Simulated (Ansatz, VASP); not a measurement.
**One calculation of Ti3Se, two programs**

```
CELL_PARAMETERS angstrom
-1.93238 1.93238 4.36477
1.93238 -1.93238 4.36477
1.93238 1.93238 -4.36477
ATOMIC_POSITIONS crystal
Ti 0.50000 0.50000 0.00000
Ti 0.25000 0.75000 0.50000
Ti 0.75000 0.25000 0.50000
Se 0.00000 0.00000 0.00000
```

Alike in both runs: functional PBE; k mesh 6 × 6 × 6; occupations gaussian, width 0.1 eV; collinear spin.

Ansatz relaxed the structure, and its values are those at the end. VASP's run is a single point on that final structure, the one shown.

|  | VASP | Ansatz |
| --- | --- | --- |
| version | VASP 6.6.1 | Ansatz 0.2.0 |
| potentials or method | VASP PAW PBE potentials, release 64 (Ti_sv, Se), cutoff 520 eV | scalar-relativistic, plane waves, PAW |
| valence electrons in the cell | 42 | 52 |

Ansatz gave:

```
gap on the k mesh at the Fermi level (eV)                     : none
pressure (GPa)                                                : -0.1
net moment per atom (μB)                                      : 0.23
size of the moment on the site where the two differ most (μB) : 0.33
```

Task: Which values does VASP return?

Result: gap on the k mesh at the Fermi level (eV): none; pressure (GPa): -0.2; net moment per atom (μB): 0.23; size of the moment on the site where the two differ most (μB): 0.34.

Site moments also hang on the region over which each program counts them. A gap of «none» marks a metal or a gap that the smearing closes. VASP's potentials hold 42 valence electrons a cell and Ansatz's 52, so a difference there can come from the potentials and not from the codes.

The k mesh is coarse, so the values compare programs but aren't converged.
